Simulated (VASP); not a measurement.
Input of a VASP 6.6.1 run:

Contents of INCAR:

```
SYSTEM = Ir5Ru
ALGO = Fast
EDIFF = 1E-6
ENCUT = 520
GGA = PE
ISIF = 2
ISMEAR = 0
LASPH = .True.
LCHARG = .False.
LREAL = .False.
LWAVE = .False.
NBANDS = 71
NELM = 80
PREC = Accurate
SIGMA = 0.2
```

KPOINTS

```
k-points
0
Gamma
  8 6 2
  0 0 0
```

Contents of POSCAR:

```
Ir5Ru
1.0
    2.7274461519      0.0000000289      0.0000000000
   -0.0000000500      4.7240753101      0.0000000000
    0.0000000000      0.0000000000     13.3892047000
Ru Ir
2 10
Direct
    0.0000000000      0.0000000000      0.5000000000
    0.5000000000      0.5000000000      0.5000000000
    1.0000000000      0.3333333333      0.8331110000
    0.5000000000      0.8333333333      0.8331110000
    0.5000000000      0.1666666667      0.6638260000
    1.0000000000      0.6666666667      0.6638260000
    1.0000000000      0.3333333333      0.3361740000
    0.5000000000      0.8333333333      0.3361740000
    0.5000000000      0.1666666667      0.1668890000
    1.0000000000      0.6666666667      0.1668890000
    0.0000000000      0.0000000000      0.0000000000
    0.5000000000      0.5000000000      0.0000000000
```

Potentials or basis: VASP PAW PBE potentials, release 64 (Ru_pv, Ir).

Launch:

```console
$ cat potpaw_PBE.64/Ru_pv/POTCAR potpaw_PBE.64/Ir/POTCAR > POTCAR
$ mpirun -np 1 vasp_std > vasp.out
```

Estimate the pressure.

0.7 GPa.

Estimate the band gap on the k mesh.

zero (bands 59 and 60 overlap by 2.35 eV).

Predict the largest force.

0.029 eV/Å.

Forces on the atoms (eV/Å):
```
Ru   0.000  0.000  0.000
Ru   0.000  0.000  0.000
Ir   0.000  0.007 -0.012
Ir   0.000  0.007 -0.012
Ir   0.000  0.014 -0.025
Ir   0.000  0.014 -0.025
Ir   0.000 -0.014  0.025
Ir   0.000 -0.014  0.025
Ir   0.000 -0.007  0.012
Ir   0.000 -0.007  0.012
Ir   0.000  0.000  0.000
Ir   0.000  0.000  0.000
```

Caveat: spin-orbit coupling is left out, which moves the levels of the heavy elements.
